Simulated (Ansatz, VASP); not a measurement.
## One calculation of InO, two programs

The input INCAR:

```
SYSTEM = InO
ALGO     = Normal         ! electronic algorithm
EDIFF    = 1E-6           ! SCF threshold, eV
ENCUT    = 520            ! plane-wave cutoff, eV
GGA      = PS             ! functional
ISIF     = 2              ! what is computed and relaxed
ISMEAR   = 0              ! smearing method
IVDW     = 12             ! dispersion correction
LASPH    = .TRUE.         ! aspherical terms in the spheres
LCHARG   = .TRUE.         ! write CHGCAR
LELF     = .TRUE.         ! ELF
LREAL    = .FALSE.        ! projectors in reciprocal space
LVHAR    = .TRUE.       
LWAVE    = .FALSE.        ! write WAVECAR
NBANDS   = 27             ! bands
NELM     = 100            ! most SCF steps
PREC     = Accurate       ! precision mode
SIGMA    = 0.05           ! smearing width, eV
```

KPOINTS

```
k-points
0
G
  12 12 4
  0 0 0
```

Contents of POSCAR:

```
InO
1.0
    3.4702818155      0.0000000000      0.0000000000
   -1.7351409078      3.0053522105      0.0000000000
    0.0000000000      0.0000000000     14.9305952815
In O
2 2
Direct
    0.6666666667      0.3333333333      0.5886730781
    0.6666666667      0.3333333333      0.4113269219
    0.0000000000      0.0000000000      0.6398171659
    0.0000000000      0.0000000000      0.3601828341
```

Input for Ansatz:

```yaml
crystal:
  lattice:
    - [3.4702818155, 0.0, 0.0]
    - [-1.7351409078, 3.0053522105, 0.0]
    - [0.0, 0.0, 14.9305952815]
  atoms:
    - { symbol: In, position: [0.6666666667, 0.3333333333, 0.5886730781] }
    - { symbol: In, position: [0.6666666667, 0.3333333333, 0.4113269219] }
    - { symbol: O, position: [0.0, 0.0, 0.6398171659] }
    - { symbol: O, position: [0.0, 0.0, 0.3601828341] }
basis:
  ecutwfc: 420
kpoints:
  mp_grid: { grid: [12, 12, 4] }
hamiltonian:
  xc: pbesol
  dispersion: d3bj
scf:
  occupations: { method: gaussian, width: 0.05 }
output:
  forces: true
  stress: true
  eigenvalues: true
```

Alike in both runs: task single point; functional PBEsol; dispersion D3(BJ); k mesh 12 × 12 × 4; occupations gaussian, width 0.05 eV; no spin polarisation.

```csv
,VASP,Ansatz
version,VASP 6.6.1,Ansatz 0.2.0
potentials or method,"VASP PAW PBE potentials, release 64 (In_d, O), cutoff 520 eV","scalar-relativistic, plane waves, PAW"
valence electrons in the cell,38,38
```

|  | VASP | Ansatz | Ansatz less VASP |
| --- | --- | --- | --- |
| gap on the k mesh at the Fermi level (eV) | 0.61 | 0.63 | +0.015 |
| least direct gap on the mesh (eV) | 1.13 | 1.14 | +0.011 |
| rms of the force components (eV/Å) | 0.446 | 0.459 | +0.0131 |

VASP's potentials were made for PBE, not for PBEsol. Atom by atom the forces differ by 0.018 eV/Å (rms over components).
